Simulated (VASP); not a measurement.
A run of VASP 6.6.1:

File INCAR:

```
SYSTEM = SnS2
PREC = Accurate
ENCUT = 500
EDIFF = 1E-6
ISMEAR = 0
SIGMA = 0.01
LREAL = .FALSE.
LASPH = .TRUE.
NELM = 120
ALGO = Normal
ISIF = 2
LWAVE = .FALSE.
LCHARG = .FALSE.
GGA = PS
NBANDS = 20
GGA_COMPAT = .FALSE.
```

KPOINTS

```
regular mesh
0
G
  4 4 2
  0 0 0
```

File POSCAR:

```
SnS2
1.0
    3.6390000000      0.0000000000      0.0000000000
   -1.8195000000      3.1514664400      0.0000000000
    0.0000000000      0.0000000000      5.8680000000
Sn S
1 2
Direct
    0.0000000000      0.0000000000      0.0000000000
    0.3333333333      0.6666666667      0.2500000000
    0.6666666667      0.3333333333      0.7500000000
```

Potentials or basis: VASP PAW PBE potentials, release 64 (Sn_d, S).

Command:

```console
$ cat potpaw_PBE.64/Sn_d/POTCAR potpaw_PBE.64/S/POTCAR > POTCAR
$ mpirun -np 1 vasp_std > vasp.out
```

Hardware: 1 thread of Intel Xeon 8259CL (shared host).

**Question.** Estimate the wall time of this run.

**Answer.** It took 23 s on 1 thread of Intel Xeon 8259CL, on a shared host, peak memory 0.18 GiB. Counts: scf iterations 14, k points 8.
